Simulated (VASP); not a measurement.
A run of VASP 6.6.1 is set up as follows.

Contents of INCAR:

```
PREC = Accurate ; ENCUT = 600
EDIFF = 1E-6 ; ISMEAR = 0
SIGMA = 0.01 ; LREAL = False
LASPH = True ; NELM = 120
ALGO = Normal ; ISIF = 2
LWAVE = False ; LCHARG = True
LELF = True ; LVHAR = True
NBANDS = 16 ; GGA_COMPAT = False
```

KPOINTS

```
regular mesh
0
Gamma
  8 8 8
```

The input POSCAR:

```
GaN
1.0
    0.0000000000      2.2535005000      2.2535005000
    2.2535005000      0.0000000000      2.2535005000
    2.2535005000      2.2535005000      0.0000000000
Ga N
1 1
Direct
    0.0000000000      0.0000000000      0.0000000000
    0.2500000000      0.2500000000      0.2500000000
```

Potentials or basis: VASP PAW LDA potentials, release 64 (Ga_d, N).

Command:

```bash
$ cat potpaw_LDA.64/Ga_d/POTCAR potpaw_LDA.64/N/POTCAR > POTCAR
$ mpirun -np 1 vasp_std > vasp.out
```

Task: Predict the band gap on the k mesh.

Result: 1.75 eV.

Task: What does it give for the pressure?

Result: -5.6 GPa.

Caveat: the cell stands under tension.
